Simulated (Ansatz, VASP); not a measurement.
# Two plane-wave programs on Be2ZnTe2O

The input INCAR:

```
PREC = Accurate ; ENCUT = 600
EDIFF = 1E-6 ; ISMEAR = 0
SIGMA = 0.1 ; LREAL = False
LASPH = True ; NELM = 80
ALGO = Normal ; ISIF = 3
LWAVE = False ; LCHARG = False
GGA = PE ; IBRION = 2
NSW = 100 ; EDIFFG = -0.01
```

File KPOINTS:

```
regular mesh
0
Gamma
  12 12 4
```

POSCAR

```
Be2ZnTe2O
1.0
    3.7126443839      0.0000000000      0.0000000000
   -1.8563221920      3.2152443517      0.0000000000
    0.0000000000      0.0000000000     10.2624590710
Be Zn Te O
2 1 2 1
Direct
    0.3333333333      0.6666666667      0.3667015094
    0.6666666667      0.3333333333      0.6332984906
    0.0000000000      0.0000000000      0.0000000000
    0.0000000000      0.0000000000      0.2579068508
    0.0000000000      0.0000000000      0.7420931492
    0.0000000000      0.0000000000      0.5000000000
```

Input for Ansatz:

```yaml
crystal:
  lattice:
    - [3.7126443839, 0.0, 0.0]
    - [-1.856322192, 3.2152443517, 0.0]
    - [0.0, 0.0, 10.262459071]
  atoms:
    - { symbol: Be, position: [0.3333333333, 0.6666666667, 0.3667015094] }
    - { symbol: Be, position: [0.6666666667, 0.3333333333, 0.6332984906] }
    - { symbol: Zn, position: [0.0, 0.0, 0.0] }
    - { symbol: Te, position: [0.0, 0.0, 0.2579068508] }
    - { symbol: Te, position: [0.0, 0.0, 0.7420931492] }
    - { symbol: O, position: [0.0, 0.0, 0.5] }
basis:
  ecutwfc: 420
kpoints:
  mp_grid: { grid: [12, 12, 4] }
hamiltonian:
  xc: pbe
scf:
  occupations: { method: gaussian, width: 0.1 }
output:
  forces: true
  stress: true
  eigenvalues: true
  write_density: true
  write_potential: true
  elf: true
  volumetric_format: npy
relax:
  adjacent_minimum: "off"
  f_tol: 0.01
  max_steps: 80
  cell: { stress_tol: 0.05 }
```

Alike in both runs: task relaxation of cell and atoms; functional PBE; k mesh 12 × 12 × 4; occupations gaussian, width 0.1 eV; no spin polarisation.

```csv
,VASP,Ansatz
version,VASP 6.6.1,Ansatz 0.2.0
potentials or method,"VASP PAW PBE potentials, release 64 (Be, Zn, Te, O), cutoff 600 eV","scalar-relativistic, plane waves, PAW"
valence electrons in the cell,34,54
```

|  | VASP | Ansatz | Ansatz less VASP |
| --- | --- | --- | --- |
| gap on the k mesh at the Fermi level, each at its own relaxed structure (eV) | none | none | - |
| relaxed volume (Å³/atom) | 20.79 | 20.77 | -0.019 |
| relaxed cell length with the largest relative difference (Å) | 10.293 | 10.283 | -0.0098 |

A gap of «none» marks a metal or a gap that the smearing closes. VASP's potentials hold 34 valence electrons a cell and Ansatz's 54, so a difference there can come from the potentials and not from the codes.

Spin-orbit coupling is off throughout.
